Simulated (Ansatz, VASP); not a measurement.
Two plane-wave programs on Ti16H

```
Ti H
1.0
     5.87871    0.00000    0.00000
    -2.93936    5.09112    0.00000
     0.00000    0.00000    9.29704
Ti H
16 1
Direct
  0.16886 0.33345 0.12541
  0.32950 0.15645 0.37473
  0.15826 0.32779 0.62533
  0.33484 0.16806 0.87453
  0.16704 0.83257 0.12246
  0.32927 0.67018 0.37437
  0.16735 0.83232 0.62727
  0.33485 0.66424 0.87439
  0.66596 0.33373 0.12549
  0.83405 0.16552 0.37265
  0.67212 0.32794 0.62533
  0.83359 0.16552 0.87722
  0.66578 0.83006 0.12519
  0.84327 0.67039 0.37437
  0.67191 0.84140 0.62512
  0.83134 0.66453 0.87429
  0.50067 0.49946 0.49966
```

Alike in both runs: functional PBE; k mesh 4 × 4 × 2; occupations methfessel-paxton of order 1, width 0.1 eV; no spin polarisation.

Ansatz relaxed the structure, and its values are those at the end. VASP's run is a single point on that final structure, the one shown.

|  | VASP | Ansatz |
| --- | --- | --- |
| version | VASP 6.6.1 | Ansatz 0.2.0 |
| potentials or method | VASP PAW PBE potentials, release 64 (Ti_sv, H), cutoff 520 eV | plane-wave PAW DFT |
| valence electrons in the cell | 193 | 193 |

```csv
,VASP,Ansatz,Ansatz less VASP
rms of the force components (eV/Å),0.011,0.008,-0.0031
```

With one functional, cell and mesh, what is left measures potentials, basis and numerics.
